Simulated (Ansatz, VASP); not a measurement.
# Two plane-wave programs on C

File INCAR:

```
SYSTEM = C
ALGO     = Normal         ! electronic algorithm
EDIFF    = 1E-6           ! SCF threshold, eV
ENCUT    = 520            ! plane-wave cutoff, eV
GGA      = PE             ! functional
ISIF     = 2              ! what is computed and relaxed
ISMEAR   = 0              ! smearing method
IVDW     = 12             ! dispersion correction
LASPH    = .TRUE.         ! aspherical terms in the spheres
LCHARG   = .FALSE.        ! write CHGCAR
LREAL    = .FALSE.        ! projectors in reciprocal space
LWAVE    = .FALSE.        ! write WAVECAR
NBANDS   = 16             ! bands
NELM     = 80             ! most SCF steps
PREC     = Accurate       ! precision mode
SIGMA    = 0.15           ! smearing width, eV
```

The input KPOINTS:

```
k-points
0
G
  18 12 10
  0 0 0
```

Contents of POSCAR:

```
C
1.0
   -2.4646600698      0.0000000000      0.0000000000
    0.0000000000      0.0000000000     -3.5719696368
    0.0000000000     -4.2689164642      0.0000000000
C
4
Direct
    0.5000000000      0.0000000000      0.1694776845
    0.0000000000      0.0000000000      0.6638556489
    0.0000000000      0.0000000000      0.3305223155
    0.5000000000      0.0000000000      0.8361443511
```

Input for Ansatz:

```yaml
crystal:
  lattice:
    - [-2.4646600698, 0.0, 0.0]
    - [0.0, 0.0, -3.5719696368]
    - [0.0, -4.2689164642, 0.0]
  atoms:
    - { symbol: C, position: [0.5, 0.0, 0.1694776845] }
    - { symbol: C, position: [0.0, 0.0, 0.6638556489] }
    - { symbol: C, position: [0.0, 0.0, 0.3305223155] }
    - { symbol: C, position: [0.5, 0.0, 0.8361443511] }
basis:
  ecutwfc: 520.0
kpoints:
  mp_grid: { grid: [18, 12, 10] }
hamiltonian:
  xc: pbe
  pseudopotentials: { kind: paw, azcp: { folder: soft_1 } }
  dispersion: d3bj
scf:
  occupations: { method: gaussian, width: 0.15 }
output:
  forces: true
  stress: true
  eigenvalues: true
```

Change from the starting cell: mode 8 frozen in at -0.012 Å and mode 12 at +0.000 Å (largest displacements).

Alike in both runs: task single point; functional PBE; dispersion D3(BJ); k mesh 18 × 12 × 10; occupations gaussian, width 0.15 eV; no spin polarisation.

|  | VASP | Ansatz |
| --- | --- | --- |
| version | VASP 6.6.1 | Ansatz 0.2.0 |
| potentials or method | VASP PAW PBE potentials, release 64 (C), cutoff 520 eV | scalar-relativistic, plane waves, PAW |
| valence electrons in the cell | 16 | 16 |

Ansatz gave:

* gap on the k mesh at the Fermi level (eV): none
* pressure (GPa): 0.1
* traceless stress, the component that is largest in VASP (GPa): -0.13
* rms of the force components (eV/Å): 0.550

Q: Estimate VASP's values.

A: gap on the k mesh at the Fermi level (eV): none; pressure (GPa): 0.5; traceless stress, the component that is largest in VASP (GPa): -0.64; rms of the force components (eV/Å): 0.549.

Atom by atom the forces differ by 0.001 eV/Å (rms over components). A gap of «none» marks a metal or a gap that the smearing closes.
